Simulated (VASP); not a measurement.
# Co (Im-3m) in VASP: notebook

The runs below take Co through single point, with r2SCAN.

All numbers are computed with VASP 6.6.1; they aren't measurements. Logs are shortened: lines on timing, memory, paths and dates and some standing lists are left out, and cuts for length are marked.

### 1 The cell of the first run

Symmetry: Im-3m, No. 229, cubic system. The conventional cell has a = 2.730 Å, b = 2.730 Å, c = 2.730 Å, α = 90.00°, β = 90.00°, γ = 90.00°. Co (site symmetry m-3m) has 14 Co at 2.36 to 2.73 Å within 3.1 Å.

This isn't the form of Co at room conditions, which is hcp.

### 2 Single point, r2SCAN

POSCAR

```
Co
1.0
   -1.3651217203      1.3651217203      1.3651217203
    1.3651217203     -1.3651217203      1.3651217203
    1.3651217203      1.3651217203     -1.3651217203
Co
1
Direct
    0.0000000000      0.0000000000      0.0000000000
```

INCAR.step1

```
SYSTEM = Co
ALGO = Normal
EDIFF = 1E-4
ENCUT = 520
GGA = PE
ISMEAR = -1
LASPH = .TRUE.
LCHARG = .FALSE.
LREAL = .FALSE.
LWAVE = .TRUE.
NBANDS = 10
NELM = 80
PREC = Accurate
SIGMA = 0.1
```

INCAR.step2

```
SYSTEM = Co
ALGO = Normal
EDIFF = 1E-7
ENCUT = 520
ISIF = 2
ISMEAR = -1
ISTART = 1
LASPH = .TRUE.
LCHARG = .TRUE.
LELF = .TRUE.
LMIXTAU = .TRUE.
LREAL = .FALSE.
LVHAR = .TRUE.
LWAVE = .FALSE.
METAGGA = R2SCAN
NBANDS = 10
NELM = 80
PREC = Accurate
SIGMA = 0.1
```

KPOINTS

```
k-points
0
G
  16 16 16
  0 0 0
```

Potentials or basis: VASP PAW PBE potentials, release 64 (Co).

Launch:

```
$ cat potpaw_PBE.64/Co/POTCAR > POTCAR
$ cp INCAR.step1 INCAR
$ mpirun -np 1 vasp_std > vasp.out
$ cp INCAR.step2 INCAR
$ mpirun -np 1 vasp_std > vasp.out
```

OUTCAR:

```text
SYSTEM = Co
   EDIFF = 1E-7
   ENCUT = 520
   ISIF = 2
   ISMEAR = -1
   ISTART = 1
   LASPH = .TRUE.
   LREAL = .FALSE.
   METAGGA = R2SCAN
   NELM = 80
   PREC = Accurate

 ion  position               nearest neighbor table
   1  0.000  0.000  0.000-

  LATTYP: Found a body centered cubic cell.
 ALAT       =     2.7302434406

  Lattice vectors:

 A1 = (  -1.3651217203,   1.3651217203,   1.3651217203)
 A2 = (   1.3651217203,  -1.3651217203,   1.3651217203)
 A3 = (   1.3651217203,   1.3651217203,  -1.3651217203)

Analysis of symmetry for initial positions (statically):
=====================================================================
 Subroutine PRICEL returns:
 Original cell was already a primitive cell.

 Routine SETGRP: Setting up the symmetry group for a
 body centered cubic supercell.

 Subroutine GETGRP returns: Found 48 space group operations
 (whereof 48 operations were pure point group operations)
 out of a pool of 48 trial point group operations.

The static configuration has the point symmetry O_h .

Analysis of symmetry for dynamics (positions and initial velocities):
=====================================================================
 Subroutine PRICEL returns:
 Original cell was already a primitive cell.

 Routine SETGRP: Setting up the symmetry group for a
 body centered cubic supercell.

 Subroutine GETGRP returns: Found 48 space group operations
 (whereof 48 operations were pure point group operations)
 out of a pool of 48 trial point group operations.

The dynamic configuration has the point symmetry O_h .

 Subroutine INISYM returns: Found 48 space group operations
 (whereof 48 operations are pure point group operations),
 and found     1 'primitive' translations

----------------------------------------------------------------------------------------

                                     Primitive cell

  volume of cell :      10.1759

  direct lattice vectors                    reciprocal lattice vectors
    -1.365121720  1.365121720  1.365121720     0.000000000  0.366267705  0.366267705
     1.365121720 -1.365121720  1.365121720     0.366267705  0.000000000  0.366267705
     1.365121720  1.365121720 -1.365121720     0.366267705  0.366267705  0.000000000

  length of vectors
     2.364460178  2.364460178  2.364460178     0.517980756  0.517980756  0.517980756

  position of ions in fractional coordinates (direct lattice)
     0.000000000  0.000000000  0.000000000

  ion indices of the primitive-cell ions
   primitive index   ion index
                 1           1

----------------------------------------------------------------------------------------

 KPOINTS: k-points

Automatic generation of k-mesh.
 Grid dimensions read from file:
 generate k-points for:   16   16   16

 Generating k-lattice:

  Cartesian coordinates                     Fractional coordinates (reciprocal lattice)
     0.000000000  0.022891732  0.022891732     0.062500000  0.000000000  0.000000000
     0.022891732  0.000000000  0.022891732     0.000000000  0.062500000  0.000000000
     0.022891732  0.022891732  0.000000000     0.000000000  0.000000000  0.062500000

  Length of vectors
     0.032373797  0.032373797  0.032373797

  Shift w.r.t. Gamma in fractional coordinates (k-lattice)
     0.000000000  0.000000000  0.000000000

 Subroutine IBZKPT returns following result:
 ===========================================

 Found    145 irreducible k-points:

 Following reciprocal coordinates:
            Coordinates               Weight
  0.000000  0.000000  0.000000      1.000000
  0.062500  0.000000  0.000000     12.000000
  0.125000  0.000000  0.000000     12.000000
  0.187500  0.000000  0.000000     12.000000
  0.250000  0.000000  0.000000     12.000000
  0.312500  0.000000  0.000000     12.000000
[... 16 lines left out ...]
  0.187500  0.187500  0.000000     24.000000
  0.250000  0.187500  0.000000     48.000000
 [... further k-points ...]
   k-points           NKPTS =    145   k-points in BZ     NKDIM =    145   number of bands    NBANDS=     10
   number of dos      NEDOS =    301   number of ions     NIONS =      1
   total plane-waves  NPLWV =   5832
   dimension x,y,z NGX =    18 NGY =   18 NGZ =   18
   dimension x,y,z NGXF=    36 NGYF=   36 NGZF=   36
   ions per type =               1
   NGX,Y,Z   is equivalent  to a cutoff of  12.66, 12.66, 12.66 a.u.
   NGXF,Y,Z  is equivalent  to a cutoff of  25.31, 25.31, 25.31 a.u.
 SYSTEM =  Co
   PREC   = accura    normal or accurate (medium, high low for compatibility)
   ISTART =      1    job   : 0-new  1-cont  2-samecut
   ICHARG =      0    charge: 1-file 2-atom 10-const
   ISPIN  =      1    spin polarized calculation?
   LNONCOLLINEAR =      F non collinear calculations
   LSORBIT =      F    spin-orbit coupling
   LASPH  =      T    aspherical Exc in radial PAW
   ENCUT  =  520.0 eV  38.22 Ry    6.18 a.u.   4.40  4.40  4.40*2*pi/ulx,y,z
   NELM   =     80;   NELMIN=  2; NELMDL=  0     # of ELM steps
   EDIFF  = 0.1E-06   stopping-criterion for ELM
   LREAL  =      F    real-space projection
   EDIFFG = 0.1E-05   stopping-criterion for IOM
   NSW    =      0    number of steps for IOM
   IBRION =     -1    ionic relax: 0-MD 1-quasi-New 2-CG
   NFREE  =      0    steps in history (QN), initial steepest desc. (CG)
   ISIF   =      2    stress and relaxation
   ISYM   =      2    0-nonsym 1-usesym 2-fastsym
   POTIM  = 0.5000    time-step for ionic-motion
   TEBEG  =    0.0;   TEEND  =   0.0 temperature during run
   PSTRESS=    0.0 pullay stress
   NELECT =       9.0000    total number of electrons
   NUPDOWN=      -1.0000    fix difference up-down
   EMIN   =  10.00;   EMAX   =-10.00  energy-range for DOS
   EFERMI =   0.00;   METHOD = LEGACY
   ISMEAR =    -1;   SIGMA  =   0.10  broadening in eV -4-tet -1-fermi 0-gaus
   EFERMI_NEDOS =   21; number of points for ismear=-14 and -15
   IALGO  =     38    algorithm
   IMIX   =      4    mixing-type and parameters
     AMIX     =   0.40;   BMIX     =  1.00
     AMIX_MAG =   1.60;   BMIX_MAG =  1.00
  volume/ion in A,a.u.               =      10.18        68.67
  Fermi-wavevector in a.u.,A,eV,Ry     =   1.571439  2.969590 33.598521  2.469422
  Thomas-Fermi vector in A             =   2.673023
   LORBIT       =      0    0 simple, 1 ext, 2 COOP (PROOUT), +10 PAW based schemes
   METAGGA = R2SCAN    functional components
   LHFCALC =     F    Hartree Fock is set to
   AEXX    =    0.0000 exact exchange contribution
   IVDW    =     0    specifies the selected vdW correction
   LEPSILON=     F    determine dielectric tensor
   LRPA    =     F    only Hartree local field effects (RPA)
 non-spin polarized calculation
  energy-cutoff  :      520.00
  volume of cell :       10.18
 maximum number of plane-waves:       285
 NGX is ok and might be reduce to    18
   NGX =  9   NGY =  9   NGZ =  9

 number of electron       8.9999999 magnetization

 Free energy of the ion-electron system (eV)
  ---------------------------------------------------
  ext. energy  EPLUGINS =         0.00000000
  ---------------------------------------------------
  free energy    TOTEN  =       -12.53167860 eV

  energy without entropy =      -12.42752283  energy(sigma->0) =      -12.47960071

 E-fermi :  10.8518     XC(G=0): -15.0357

 val. band max:       10.8470588745   @ k =  -0.2500   0.3750   0.0625
 cond. band min:      10.8559379864   @ k =  -0.2500   0.3750   0.1250
 fundamental gap:      0.0088791119
 Fermi energy:        10.8517501000

 k-point     1 :       0.0000    0.0000    0.0000
  band No.  band energies     occupation
      1       1.3014      2.00000
      2       8.9167      2.00000
      3       8.9167      2.00000
      4       8.9167      2.00000
      5      10.5293      1.92351
      6      10.5293      1.92351
      7      38.5652      0.00000
      8      38.5652      0.00000
      9      38.5652      0.00000
     10      44.5264      0.00000

 k-point     2 :       0.0625    0.0000    0.0000
  band No.  band energies     occupation
      1       1.4815      2.00000
      2       8.8662      2.00000
      3       8.9106      2.00000
      4       9.0118      2.00000
      5      10.4779      1.95351
      6      10.5333      1.92050
      7      37.3944      0.00000
      8      38.3102      0.00000
      9      38.4354      0.00000
     10      43.8696      0.00000

 k-point     3 :       0.1250    0.0000    0.0000
  band No.  band energies     occupation
      1       2.0098      2.00000
      2       8.7240      2.00000
      3       8.8754      2.00000
      4       9.2880      2.00000
      5      10.3631      1.98501
      6      10.5466      1.90969
      7      34.7980      0.00000
      8      37.4109      0.00000
      9      38.1226      0.00000
     10      42.4460      0.00000

 k-point     4 :       0.1875    0.0000    0.0000
  band No.  band energies     occupation
      1       2.8426      2.00000
      2       8.5156      2.00000
      3       8.7846      2.00000
      4       9.7180      1.99998
      5      10.2773      1.99362
      6      10.5718      1.88530
      7      31.6787      0.00000
      8      36.0003      0.00000
      9      37.7591      0.00000
     10      40.1444      0.00000

 k-point     5 :       0.2500    0.0000    0.0000
  band No.  band energies     occupation
      1       3.8794      2.00000
      2       8.2763      2.00000
      3       8.6934      2.00000
      4      10.2544      1.99492
      5      10.2834      1.99322
      6      10.6098      1.83656
      7      28.4348      0.00000
      8      34.4988      0.00000
      9      37.4301      0.00000
     10      38.0594      0.00000

 k-point     6 :       0.3125    0.0000    0.0000
  band No.  band energies     occupation
      1       4.8974      2.00000
      2       8.0435      2.00000
      3       8.8303      2.00000
      4      10.3641      1.98488
      5      10.6573      1.74973
      6      10.8279      1.11877
      7      25.2882      0.00000
      8      33.1717      0.00000
      9      36.2719      0.00000
     10      37.1700      0.00000
[... 183 lines left out ...]
 k-point    21 :       0.3750    0.1250   -0.0000
  band No.  band energies     occupation
      1       6.1528      2.00000
      2       7.7636      2.00000
      3       9.2795      2.00000
      4      10.4604      1.96086
      5      10.9999      0.37053
      6      13.1376      0.00000
      7      20.3587      0.00000
      8      28.4338      0.00000
      9      32.8440      0.00000
     10      38.7724      0.00000

 k-point    22 :       0.4375    0.1250    0.0000
  band No.  band energies     occupation
      1       6.1823      2.00000
      2       7.7275      2.00000
      3       9.4927      2.00000
      4      10.4782      1.95338
      5      11.0899      0.16920
      6      13.6733      0.00000
      7      19.3166      0.00000
      8      28.2420      0.00000
      9      32.5997      0.00000
     10      38.7408      0.00000

 k-point    23 :       0.1875    0.1875    0.0000
  band No.  band energies     occupation
      1       5.2938      2.00000
      2       8.0723      2.00000
      3       8.2638      2.00000
      4      10.1841      1.99748
      5      10.7741      1.37001
      6      11.4536      0.00486
      7      27.0616      0.00000
      8      28.2525      0.00000
      9      34.7515      0.00000
     10      39.5151      0.00000

 k-point    24 :       0.2500    0.1875    0.0000
  band No.  band energies     occupation
      1       6.1122      2.00000
      2       7.8709      2.00000
      3       8.3061      2.00000
      4      10.2794      1.99349
      5      10.8441      1.03842
      6      12.4058      0.00000
      7      24.4284      0.00000
      8      26.8216      0.00000
      9      33.6595      0.00000
     10      39.7014      0.00000

 [... further k-points ...]

------------------------ aborting loop because EDIFF is reached ----------------------------------------

  FORCE on cell =-STRESS in cart. coord.  units (eV):
  Direction    XX          YY          ZZ          XY          YZ          ZX
  --------------------------------------------------------------------------------------
  -------------------------------------------------------------------------------------
  Total        0.0150189      0.0150189      0.0150189     -0.0000000      0.0000000     -0.0000000
  in kB        2.3646976      2.3646976      2.3646976     -0.0000000      0.0000000     -0.0000000
  external PRESSURE =       2.3646976 kB  Pullay stress =       0.0000000 kB

 VOLUME and BASIS-vectors are now :
 -----------------------------------------------------------------------------
  energy-cutoff  :      520.00
  volume of cell :       10.18
      direct lattice vectors                 reciprocal lattice vectors
    -1.365121720  1.365121720  1.365121720     0.000000000  0.366267705  0.366267705
     1.365121720 -1.365121720  1.365121720     0.366267705  0.000000000  0.366267705
     1.365121720  1.365121720 -1.365121720     0.366267705  0.366267705  0.000000000

 POSITION                                       TOTAL-FORCE (eV/Angst)
 -----------------------------------------------------------------------------------
      0.00000      0.00000      0.00000        -0.000000     -0.000000      0.000000
 -----------------------------------------------------------------------------------
    total drift:                                0.000000     -0.000000      0.000000

  FREE ENERGIE OF THE ION-ELECTRON SYSTEM (eV)
  ---------------------------------------------------
  free  energy   TOTEN  =       -12.5316785968 eV

  energy  without entropy=      -12.4275228322  energy(sigma->0) =      -12.47960071
```

Run time: 36 s. Hardware: 1 thread of AMD EPYC 9R45 (Zen 5), shared host; peak memory 0.1 GiB.

Results:

```
Free energy            : -12.5317 eV
Pressure               : 0.2 GPa
Band gap on the k mesh : zero (an odd number of electrons rules out a gap without spin polarisation)
```

Levels at points of the mesh, in eV from the Fermi level:
| k point | band 3 | band 4 | band 5 | band 6 | band 7 | band 8 |
| --- | --- | --- | --- | --- | --- | --- |
| (0.00, 0.00, 0.00) | -1.94 | -1.94 | -0.32 | -0.32 | 27.71 | 27.71 |
| (0.50, 0.00, 0.00) | -0.34 | -0.10 | 0.34 | 1.00 | 8.40 | 20.44 |
| (0.50, 0.50, 0.50) | 0.71 | 0.71 | 0.71 | 11.11 | 11.11 | 11.11 |

Caveat: the PAW data sets were made with another functional, which shifts forces and pressure a little; the run has no spin polarisation, though such a crystal can be magnetic. Spin polarisation is off, so any magnetic state and its effect on volume and gap are missing.

### 3 Single point, r2SCAN (10.18 Å³/atom)

POSCAR is that of step 2.

INCAR.step1

```
ALGO = Normal ; EDIFF = 1E-4
ENCUT = 520 ; GGA = PE
ISMEAR = -1 ; LASPH = T
LCHARG = F ; LREAL = F
LWAVE = T ; NBANDS = 10
NELM = 80 ; PREC = Accurate
SIGMA = 0.1
```

INCAR.step2

```
ALGO = Normal ; EDIFF = 1E-7
ENCUT = 520 ; ISIF = 2
ISMEAR = -1 ; ISTART = 1
LASPH = T ; LCHARG = F
LMIXTAU = T ; LREAL = F
LWAVE = F ; METAGGA = R2SCAN
NBANDS = 10 ; NELM = 80
PREC = Accurate ; SIGMA = 0.1
```

KPOINTS

```
k-points
0
Gamma
  18 18 18
```

Potentials or basis: VASP PAW PBE potentials, release 64 (Co).

Launch:

```
$ cat potpaw_PBE.64/Co/POTCAR > POTCAR
$ cp INCAR.step1 INCAR
$ mpirun -np 1 vasp_std > vasp.out
$ cp INCAR.step2 INCAR
$ mpirun -np 1 vasp_std > vasp.out
```

Run time: 45 s. Hardware: 1 thread of AMD EPYC 9R45 (Zen 5), shared host; peak memory 0.11 GiB.

The run converged. Its results:

| Property | Result |
| --- | --- |
| Free energy | -12.5315 eV |
| Pressure | 0.2 GPa |
| Band gap on the k mesh | zero (an odd number of electrons rules out a gap without spin polarisation) |

Levels at points of the mesh, in eV from the Fermi level:
| k point | band 3 | band 4 | band 5 | band 6 | band 7 | band 8 |
| --- | --- | --- | --- | --- | --- | --- |
| (0.00, 0.00, 0.00) | -1.94 | -1.94 | -0.33 | -0.33 | 27.71 | 27.71 |
| (0.50, 0.00, 0.00) | -0.34 | -0.10 | 0.34 | 1.00 | 8.40 | 20.44 |
| (0.50, 0.50, 0.50) | 0.71 | 0.71 | 0.71 | 11.11 | 11.11 | 11.11 |

Caveat: the PAW data sets were made with another functional, which shifts forces and pressure a little; the run has no spin polarisation, though such a crystal can be magnetic. Spin polarisation is off, so any magnetic state and its effect on volume and gap are missing.
